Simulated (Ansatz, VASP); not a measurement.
# One calculation of K, two programs

The input INCAR:

```
PREC = Accurate
ENCUT = 520
EDIFF = 1E-6
ISMEAR = 0
SIGMA = 0.15
LREAL = F
LASPH = T
NELM = 100
ALGO = Normal
ISIF = 2
LWAVE = F
LCHARG = F
GGA = PE
NBANDS = 10
```

File KPOINTS:

```
Automatic mesh
0
Gamma
  14 14 14
```

Contents of POSCAR:

```
K
1.0
   -2.9387535784      2.9387535784      2.0776987799
    2.9387535784     -2.9387535784      2.0776987799
    2.9387535784      2.9387535784     -2.0776987799
K
1
Direct
    0.0000000000      0.0000000000      0.0000000000
```

Input for Ansatz:

```yaml
crystal:
  lattice:
    - [-2.9387535784, 2.9387535784, 2.0776987799]
    - [2.9387535784, -2.9387535784, 2.0776987799]
    - [2.9387535784, 2.9387535784, -2.0776987799]
  atoms:
    - { symbol: K, position: [0.0, 0.0, 0.0] }
basis:
  ecutwfc: 420
kpoints:
  mp_grid: { grid: [14, 14, 14] }
hamiltonian:
  xc: pbe
scf:
  occupations: { method: gaussian, width: 0.15 }
output:
  forces: true
  stress: true
  eigenvalues: true
```

Alike in both runs: task single point; functional PBE; k mesh 14 × 14 × 14; occupations gaussian, width 0.15 eV; no spin polarisation.

```csv
,VASP,Ansatz
version,VASP 6.6.1,Ansatz 0.2.0
potentials or method,"VASP PAW PBE potentials, release 64 (K_sv), cutoff 520 eV","scalar-relativistic, plane waves, PAW"
valence electrons in the cell,9,9
```

|  | VASP | Ansatz | Ansatz less VASP |
| --- | --- | --- | --- |
| gap on the k mesh at the Fermi level (eV) | none | none | - |
| pressure (GPa) | 0.2 | 0.2 | +0.01 |
| traceless stress, the component that is largest in VASP (GPa) | 0.80 | 0.80 | -0.001 |

A gap of «none» marks a metal or a gap that the smearing closes.
